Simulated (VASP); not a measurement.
# CdSe (Cadmoselite) (P6_3mc) in VASP: a series of runs

The runs below take CdSe (Cadmoselite) through single point, with PBEsol, LDA.

All numbers are computed with VASP 6.6.1; they aren't measurements. Logs are shortened: lines on timing, memory, paths and dates and some standing lists are left out, and cuts for length are marked.

**1. The cell of the first run**

It takes space group P6_3mc (No. 186, hexagonal). The conventional cell has a = 4.271 Å, b = 4.271 Å, c = 6.973 Å, α = 90.00°, β = 90.00°, γ = 120.00°. Cd (site symmetry 3m) has 4 Se at 2.59 to 2.68 Å within 3.4 Å. Within 3.4 Å of Se (site symmetry 3m) lie 4 Cd at 2.59 to 2.68 Å.

**2. Single point, PBEsol (volume scaled by 0.98)**

INCAR

```
  PREC = Accurate
  ENCUT = 520
  EDIFF = 1E-7
  ISMEAR = -1
  SIGMA = 0.05
  LREAL = F
  LASPH = T
  NELM = 100
  ALGO = Normal
  ISIF = 2
  LWAVE = F
  LCHARG = F
  GGA = PS
  NBANDS = 26
```

KPOINTS

```
regular mesh
0
Gamma
  7 7 4
```

POSCAR

```
CdSe
1.0
    4.2711400700      0.0000000000      0.0000000000
   -2.1355700350      3.6989158038      0.0000000000
    0.0000000000      0.0000000000      6.9728844864
Cd Se
2 2
Direct
    0.6666666667      0.3333333333      0.5000000000
    0.3333333333      0.6666666667      0.0000000000
    0.6666666667      0.3333333333      0.8850000000
    0.3333333333      0.6666666667      0.3850000000
```

Potentials or basis: VASP PAW PBE potentials, release 64 (Cd, Se).

On the command line:

```bash
$ cat potpaw_PBE.64/Cd/POTCAR potpaw_PBE.64/Se/POTCAR > POTCAR
$ mpirun -np 1 vasp_std > vasp.out
```

OUTCAR:

```text
PREC = Accurate
   ENCUT = 520
   EDIFF = 1E-7
   ISMEAR = -1
   LREAL = F
   LASPH = T
   NELM = 100
   ISIF = 2
   GGA = PS

 ion  position               nearest neighbor table
   1  0.667  0.333  0.500-   4 2.59   4 2.59   4 2.59   3 2.68
   2  0.333  0.667  0.000-   3 2.59   3 2.59   3 2.59   4 2.68
   3  0.667  0.333  0.885-   2 2.59   2 2.59   2 2.59   1 2.68
   4  0.333  0.667  0.385-   1 2.59   1 2.59   1 2.59   2 2.68

  LATTYP: Found a hexagonal cell.
 ALAT       =     4.2711400700
 C/A-ratio  =     1.6325581395

  Lattice vectors:

 A1 = (   4.2711400700,   0.0000000000,   0.0000000000)
 A2 = (  -2.1355700350,   3.6989158038,   0.0000000000)
 A3 = (   0.0000000000,   0.0000000000,   6.9728844864)

Analysis of symmetry for initial positions (statically):
=====================================================================
 Subroutine PRICEL returns:
 Original cell was already a primitive cell.

 Routine SETGRP: Setting up the symmetry group for a
 hexagonal supercell.

 Subroutine GETGRP returns: Found 12 space group operations
 (whereof  6 operations were pure point group operations)
 out of a pool of 24 trial point group operations.

The static configuration has the point symmetry C_3v.
 The point group associated with its full space group is C_6v.

Analysis of symmetry for dynamics (positions and initial velocities):
=====================================================================
 Subroutine PRICEL returns:
 Original cell was already a primitive cell.

 Routine SETGRP: Setting up the symmetry group for a
 hexagonal supercell.

 Subroutine GETGRP returns: Found 12 space group operations
 (whereof  6 operations were pure point group operations)
 out of a pool of 24 trial point group operations.

The dynamic configuration has the point symmetry C_3v.
 The point group associated with its full space group is C_6v.

 Subroutine INISYM returns: Found 12 space group operations
 (whereof  6 operations are pure point group operations),
 and found     1 'primitive' translations

----------------------------------------------------------------------------------------

                                     Primitive cell

  volume of cell :     110.1617

  direct lattice vectors                    reciprocal lattice vectors
     4.271140070  0.000000000  0.000000000     0.234129526  0.135174745  0.000000000
    -2.135570035  3.698915804  0.000000000     0.000000000  0.270349490  0.000000000
     0.000000000  0.000000000  6.972884486     0.000000000  0.000000000  0.143412673

  length of vectors
     4.271140070  4.271140070  6.972884486     0.270349490  0.270349490  0.143412673

  position of ions in fractional coordinates (direct lattice)
     0.666666667  0.333333333  0.500000000
     0.333333333  0.666666667  0.000000000
     0.666666667  0.333333333  0.885000000
     0.333333333  0.666666667  0.385000000

  ion indices of the primitive-cell ions
   primitive index   ion index
                 1           1
                 2           2
                 3           3
                 4           4

----------------------------------------------------------------------------------------

 KPOINTS: regular mesh

Automatic generation of k-mesh.
 Grid dimensions read from file:
 generate k-points for:    7    7    4

 Generating k-lattice:

  Cartesian coordinates                     Fractional coordinates (reciprocal lattice)
     0.033447075  0.019310678  0.000000000     0.142857143  0.000000000  0.000000000
     0.000000000  0.038621356  0.000000000     0.000000000  0.142857143  0.000000000
     0.000000000  0.000000000  0.035853168     0.000000000  0.000000000  0.250000000

  Length of vectors
     0.038621356  0.038621356  0.035853168

  Shift w.r.t. Gamma in fractional coordinates (k-lattice)
     0.000000000  0.000000000  0.000000000

 Subroutine IBZKPT returns following result:
 ===========================================

 Found     24 irreducible k-points:

 Following reciprocal coordinates:
            Coordinates               Weight
  0.000000  0.000000  0.000000      1.000000
  0.142857  0.000000  0.000000      6.000000
  0.285714  0.000000  0.000000      6.000000
  0.428571  0.000000  0.000000      6.000000
  0.142857  0.142857  0.000000      6.000000
  0.285714  0.142857  0.000000     12.000000
[... 16 lines left out ...]
  0.428571  0.142857  0.500000      6.000000
  0.285714  0.285714  0.500000      6.000000
   k-points           NKPTS =     24   k-points in BZ     NKDIM =     24   number of bands    NBANDS=     26
   number of dos      NEDOS =    301   number of ions     NIONS =      4
   total plane-waves  NPLWV =  55296
   dimension x,y,z NGX =    32 NGY =   32 NGZ =   54
   dimension x,y,z NGXF=    64 NGYF=   64 NGZF=  108
   ions per type =               2   2
   NGX,Y,Z   is equivalent  to a cutoff of  12.46, 12.46, 12.87 a.u.
   NGXF,Y,Z  is equivalent  to a cutoff of  24.91, 24.91, 25.75 a.u.
 SYSTEM =  unknown system
   PREC   = accura    normal or accurate (medium, high low for compatibility)
   ISTART =      0    job   : 0-new  1-cont  2-samecut
   ICHARG =      2    charge: 1-file 2-atom 10-const
   ISPIN  =      1    spin polarized calculation?
   LNONCOLLINEAR =      F non collinear calculations
   LSORBIT =      F    spin-orbit coupling
   LASPH  =      T    aspherical Exc in radial PAW
   ENCUT  =  520.0 eV  38.22 Ry    6.18 a.u.   7.94  7.94 12.96*2*pi/ulx,y,z
   NELM   =    100;   NELMIN=  2; NELMDL= -5     # of ELM steps
   EDIFF  = 0.1E-06   stopping-criterion for ELM
   LREAL  =      F    real-space projection
   EDIFFG = 0.1E-05   stopping-criterion for IOM
   NSW    =      0    number of steps for IOM
   IBRION =     -1    ionic relax: 0-MD 1-quasi-New 2-CG
   NFREE  =      0    steps in history (QN), initial steepest desc. (CG)
   ISIF   =      2    stress and relaxation
   ISYM   =      2    0-nonsym 1-usesym 2-fastsym
   POTIM  = 0.5000    time-step for ionic-motion
   TEBEG  =    0.0;   TEEND  =   0.0 temperature during run
   PSTRESS=    0.0 pullay stress
   NELECT =      36.0000    total number of electrons
   NUPDOWN=      -1.0000    fix difference up-down
   EMIN   =  10.00;   EMAX   =-10.00  energy-range for DOS
   EFERMI =   0.00;   METHOD = LEGACY
   ISMEAR =    -1;   SIGMA  =   0.05  broadening in eV -4-tet -1-fermi 0-gaus
   EFERMI_NEDOS =   21; number of points for ismear=-14 and -15
   IALGO  =     38    algorithm
   IMIX   =      4    mixing-type and parameters
     AMIX     =   0.40;   BMIX     =  1.00
     AMIX_MAG =   1.60;   BMIX_MAG =  1.00
  volume/ion in A,a.u.               =      27.54       185.85
  Fermi-wavevector in a.u.,A,eV,Ry     =   1.127627  2.130906 17.300384  1.271542
  Thomas-Fermi vector in A             =   2.264314
   LORBIT       =      0    0 simple, 1 ext, 2 COOP (PROOUT), +10 PAW based schemes
   GGA     = PS    functional components
   LHFCALC =     F    Hartree Fock is set to
   AEXX    =    0.0000 exact exchange contribution
   IVDW    =     0    specifies the selected vdW correction
   LEPSILON=     F    determine dielectric tensor
   LRPA    =     F    only Hartree local field effects (RPA)
 non-spin polarized calculation
  energy-cutoff  :      520.00
  volume of cell :      110.16
 maximum number of plane-waves:      2996
 NGX is ok and might be reduce to    32
   NGX = 15   NGY = 15   NGZ = 25

 number of electron      35.9999999 magnetization

 Free energy of the ion-electron system (eV)
  ---------------------------------------------------
  ext. energy  EPLUGINS =         0.00000000
  ---------------------------------------------------
  free energy    TOTEN  =       -12.31562630 eV

  energy without entropy =      -12.31559691  energy(sigma->0) =      -12.31561160

 E-fermi :   1.3130     XC(G=0):  -9.1862

 val. band max:        0.9710585264   @ k =   0.0000   0.0000   0.0000
 cond. band min:       1.5914941904   @ k =   0.0000   0.0000   0.0000
 fundamental gap:      0.6204356640
 Fermi energy:         1.3129549753

 k-point     1 :       0.0000    0.0000    0.0000
  band No.  band energies     occupation
      1     -11.7718      2.00000
      2     -11.3799      2.00000
      3      -7.0184      2.00000
      4      -7.0184      2.00000
      5      -6.9595      2.00000
      6      -6.9595      2.00000
[... 18 lines left out ...]
     25       7.9108      0.00000
     26       8.6416      0.00000

 k-point     2 :       0.1429    0.0000    0.0000
  band No.  band energies     occupation
      1     -11.7045      2.00000
      2     -11.3473      2.00000
      3      -6.9902      2.00000
      4      -6.9809      2.00000
      5      -6.9297      2.00000
      6      -6.9240      2.00000
[... 18 lines left out ...]
     25       8.2402      0.00000
     26       8.4136      0.00000

 k-point     3 :       0.2857    0.0000    0.0000
  band No.  band energies     occupation
      1     -11.5435      2.00000
      2     -11.2811      2.00000
      3      -6.9339      2.00000
      4      -6.9207      2.00000
      5      -6.8431      2.00000
      6      -6.8181      2.00000
[... 18 lines left out ...]
     25       8.5649      0.00000
     26       8.9441      0.00000

 k-point     4 :       0.4286    0.0000    0.0000
  band No.  band energies     occupation
      1     -11.3948      2.00000
      2     -11.2453      2.00000
      3      -6.8995      2.00000
      4      -6.8990      2.00000
      5      -6.7795      2.00000
      6      -6.7317      2.00000
[... 18 lines left out ...]
     25       8.8286      0.00000
     26      10.1380      0.00000

 k-point     5 :       0.1429    0.1429    0.0000
  band No.  band energies     occupation
      1     -11.5900      2.00000
      2     -11.2982      2.00000
      3      -6.9521      2.00000
      4      -6.9268      2.00000
      5      -6.8694      2.00000
      6      -6.8552      2.00000
[... 18 lines left out ...]
     25       8.6808      0.00000
     26       8.9059      0.00000

 k-point     6 :       0.2857    0.1429    0.0000
  band No.  band energies     occupation
      1     -11.4318      2.00000
      2     -11.2507      2.00000
      3      -6.9197      2.00000
      4      -6.8779      2.00000
      5      -6.7984      2.00000
      6      -6.7717      2.00000
[... 427 lines left out ...]
 k-point    21 :       0.1429    0.1429    0.5000
  band No.  band energies     occupation
      1     -11.4396      2.00000
      2     -11.4396      2.00000
      3      -6.9174      2.00000
      4      -6.9174      2.00000
      5      -6.8924      2.00000
      6      -6.8924      2.00000
[... 18 lines left out ...]
     25       8.3612      0.00000
     26       8.3612      0.00000

 k-point    22 :       0.2857    0.1429    0.5000
  band No.  band energies     occupation
      1     -11.3342      2.00000
      2     -11.3342      2.00000
      3      -6.8655      2.00000
      4      -6.8655      2.00000
      5      -6.8387      2.00000
      6      -6.8387      2.00000
[... 18 lines left out ...]
     25       8.6700      0.00000
     26       8.6700      0.00000

 k-point    23 :       0.4286    0.1429    0.5000
  band No.  band energies     occupation
      1     -11.2873      2.00000
      2     -11.2873      2.00000
      3      -6.8464      2.00000
      4      -6.8464      2.00000
      5      -6.8292      2.00000
      6      -6.8292      2.00000
[... 18 lines left out ...]
     25       9.3414      0.00000
     26       9.3414      0.00000

 k-point    24 :       0.2857    0.2857    0.5000
  band No.  band energies     occupation
      1     -11.2766      2.00000
      2     -11.2766      2.00000
      3      -6.8366      2.00000
      4      -6.8366      2.00000
      5      -6.8162      2.00000
      6      -6.8162      2.00000
[... 18 lines left out ...]
     25       8.9756      0.00000
     26       8.9756      0.00000

------------------------ aborting loop because EDIFF is reached ----------------------------------------

  FORCE on cell =-STRESS in cart. coord.  units (eV):
  Direction    XX          YY          ZZ          XY          YZ          ZX
  --------------------------------------------------------------------------------------
  -------------------------------------------------------------------------------------
  Total        1.6264364      1.6264364      0.1390964      0.0000000      0.0000000      0.0000000
  in kB       23.6546728     23.6546728      2.0229994      0.0000000      0.0000000      0.0000000
  external PRESSURE =      16.4441150 kB  Pullay stress =       0.0000000 kB

 VOLUME and BASIS-vectors are now :
 -----------------------------------------------------------------------------
  energy-cutoff  :      520.00
  volume of cell :      110.16
      direct lattice vectors                 reciprocal lattice vectors
     4.271140070  0.000000000  0.000000000     0.234129526  0.135174745  0.000000000
    -2.135570035  3.698915804  0.000000000     0.000000000  0.270349490  0.000000000
     0.000000000  0.000000000  6.972884486     0.000000000  0.000000000  0.143412673

 POSITION                                       TOTAL-FORCE (eV/Angst)
 -----------------------------------------------------------------------------------
      2.13557      1.23297      3.48644        -0.000000      0.000000      0.296079
     -0.00000      2.46594      0.00000         0.000000     -0.000000      0.296079
      2.13557      1.23297      6.17100         0.000000      0.000000     -0.296079
     -0.00000      2.46594      2.68456         0.000000     -0.000000     -0.296079
 -----------------------------------------------------------------------------------
    total drift:                               -0.000000      0.000000      0.000102

  FREE ENERGIE OF THE ION-ELECTRON SYSTEM (eV)
  ---------------------------------------------------
  free  energy   TOTEN  =       -12.3156263008 eV

  energy  without entropy=      -12.3155969089  energy(sigma->0) =      -12.31561160
```

Wall time 51 s (1 thread of Intel Xeon Platinum 8259CL at 2.50GHz (Skylake/Cascade Lake), shared host); peak memory 0.25 GiB.

Results:

```
Free energy            : -12.3156 eV
Pressure               : 1.6 GPa
Largest force          : 0.296 eV/Å
Band gap on the k mesh : 0.62 eV, direct
```

Forces on the atoms (eV/Å):
```
Cd   0.000  0.000  0.296
Cd   0.000  0.000  0.296
Se   0.000  0.000 -0.296
Se   0.000  0.000 -0.296
```

Levels at points of the mesh, in eV from the valence-band top:
```csv
k point,band 16,band 17,band 18,band 19,band 20,band 21
"(0.00, 0.00, 0.00)",-0.02,0.00,0.00,0.62,2.03,5.79
"(0.00, 0.00, 0.50)",-0.40,-0.40,-0.40,2.28,2.28,5.75
```

Caveat: the cell differs from its parent crystal (volume scaled by 0.98); the PAW data sets were made with another functional, which shifts forces and pressure a little.

**3. Single point, LDA**

This run uses another cell than the first one, of 28.10 Å³/atom, 1.020 times its volume.

INCAR

```
SYSTEM = CdSe
PREC = Accurate
ENCUT = 520
EDIFF = 1E-7
ISMEAR = -1
SIGMA = 0.05
LREAL = .False.
LASPH = .True.
NELM = 100
ALGO = Normal
ISIF = 2
LWAVE = .False.
LCHARG = .False.
GGA = CA
NBANDS = 26
```

KPOINTS

```
Automatic mesh
0
Gamma
  7 7 4
  0 0 0
```

POSCAR

```
CdSe
1.0
    4.3000000000      0.0000000000      0.0000000000
   -2.1500000000      3.7239092363      0.0000000000
    0.0000000000      0.0000000000      7.0200000000
Cd Se
2 2
Direct
    0.6666666667      0.3333333333      0.5000000000
    0.3333333333      0.6666666667      0.0000000000
    0.6666666667      0.3333333333      0.8850000000
    0.3333333333      0.6666666667      0.3850000000
```

Potentials or basis: VASP PAW LDA potentials, release 64 (Cd, Se).

On the command line:

```bash
$ cat potpaw_LDA.64/Cd/POTCAR potpaw_LDA.64/Se/POTCAR > POTCAR
$ mpirun -np 1 vasp_std > vasp.out
```

It took 44 s on 1 thread of Intel Xeon Platinum 8259CL at 2.50GHz (Skylake/Cascade Lake), shared host; peak memory 0.22 GiB.

It converged, with:

```
Free energy            : -13.4852 eV
Pressure               : -1.4 GPa
Largest force          : 0.266 eV/Å
Band gap on the k mesh : 0.46 eV, direct
```

Forces on the atoms (eV/Å):
```
Cd   0.000  0.000  0.266
Cd   0.000  0.000  0.266
Se   0.000  0.000 -0.266
Se   0.000  0.000 -0.266
```

Stress tensor (GPa, compression positive):
```
-0.81  0.00  0.00
 0.00 -0.81  0.00
 0.00  0.00 -2.51
```

Levels at points of the mesh, in eV from the valence-band top:
| k point | band 14 | band 15 | band 16 | band 17 | band 18 | band 19 | band 20 | band 21 | band 22 | band 23 |
| --- | --- | --- | --- | --- | --- | --- | --- | --- | --- | --- |
| (0.00, 0.00, 0.00) | -0.73 | -0.73 | -0.01 | 0.00 | 0.00 | 0.46 | 1.92 | 5.73 | 5.73 | 5.99 |
| (0.00, 0.00, 0.50) | -2.65 | -0.38 | -0.38 | -0.38 | -0.38 | 2.15 | 2.15 | 5.65 | 5.65 | 6.12 |

**4. Single point, PBEsol**

This run uses another cell than the first one, of 28.10 Å³/atom, 1.020 times its volume.

INCAR

```
SYSTEM = CdSe
PREC = Accurate
ENCUT = 520
EDIFF = 1E-7
ISMEAR = -1
SIGMA = 0.05
LREAL = .FALSE.
LASPH = .TRUE.
NELM = 80
ALGO = Normal
ISIF = 2
LWAVE = .FALSE.
LCHARG = .FALSE.
GGA = PS
NBANDS = 26
```

KPOINTS

```
Automatic mesh
0
G
  7 7 4
  0 0 0
```

POSCAR is that of step 3.

Potentials or basis: VASP PAW PBE potentials, release 64 (Cd, Se).

On the command line:

```bash
$ cat potpaw_PBE.64/Cd/POTCAR potpaw_PBE.64/Se/POTCAR > POTCAR
$ mpirun -np 1 vasp_std > vasp.out
```

Run time: 51 s. Hardware: 1 thread of Intel Xeon Platinum 8259CL at 2.50GHz (Skylake/Cascade Lake), shared host; peak memory 0.25 GiB.

The run converged. Its results:

```
Free energy            : -12.3306 eV
Pressure               : 0.5 GPa
Largest force          : 0.275 eV/Å
Band gap on the k mesh : 0.58 eV, direct
```

Forces on the atoms (eV/Å):
```
Cd   0.000  0.000  0.275
Cd   0.000  0.000  0.275
Se   0.000  0.000 -0.275
Se   0.000  0.000 -0.275
```

Stress tensor (GPa, compression positive):
```
 1.13  0.00  0.00
 0.00  1.13  0.00
 0.00  0.00 -0.77
```

Levels at points of the mesh, in eV from the valence-band top:
| k point | band 14 | band 15 | band 16 | band 17 | band 18 | band 19 | band 20 | band 21 | band 22 | band 23 |
| --- | --- | --- | --- | --- | --- | --- | --- | --- | --- | --- |
| (0.00, 0.00, 0.00) | -0.73 | -0.73 | -0.01 | 0.00 | 0.00 | 0.58 | 2.01 | 5.79 | 5.79 | 6.05 |
| (0.00, 0.00, 0.50) | -2.61 | -0.38 | -0.38 | -0.38 | -0.38 | 2.24 | 2.24 | 5.72 | 5.72 | 6.18 |

Caveat: the PAW data sets were made with another functional, which shifts forces and pressure a little.

(Continued in part 2 of 2.)
